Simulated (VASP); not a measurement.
Wanted: the native input for a VASP 6.6.1 run.

* Task: single point
* Functional: PBE
* Potentials or basis: VASP PAW PBE potentials, release 64 (Cd, O)
* Cutoff: 600 eV
* k mesh: 7 × 7 × 7
* Occupations: fermi-dirac, width 0.1 eV
* Spin: no spin polarisation
* Dipole correction: no
* Further INCAR settings: ALGO = Normal; EDIFF = 1e-06; NBANDS = 16

The structure of CdO (Monteponite) lies in POSCAR:

```
CdO
1.0
    0.0000000000      2.4253421313      2.4253421313
    2.4253421313      0.0000000000      2.4253421313
    2.4253421313      2.4253421313      0.0000000000
Cd O
1 1
Direct
    0.0000000000      0.0000000000      0.0000000000
    0.5000000000      0.5000000000      0.5000000000
```

One way to write it, as run:

INCAR

```
ALGO = Normal
EDIFF = 1E-6
ENCUT = 600
GGA = PE
GGA_COMPAT = F
ISIF = 2
ISMEAR = -1
LASPH = T
LCHARG = F
LREAL = F
LWAVE = F
NBANDS = 16
NELM = 120
PREC = Accurate
SIGMA = 0.1
```

KPOINTS

```
k-points
0
Gamma
  7 7 7
```

Potentials or basis: VASP PAW PBE potentials, release 64 (Cd, O).

Run with:

```sh
$ cat potpaw_PBE.64/Cd/POTCAR potpaw_PBE.64/O/POTCAR > POTCAR
$ mpirun -np 1 vasp_std > vasp.out
```

It gave:

```
Pressure               : -5.0 GPa
Band gap on the k mesh : zero (band 9 reaches 1.14 eV, above the bottom of band 10 at 0.59 eV)
```

Run time: 6.7 s on 1 thread of Intel(R) Xeon(R) 6975P-C (Granite Rapids), with other jobs on the host, peak memory 0.15 GiB.
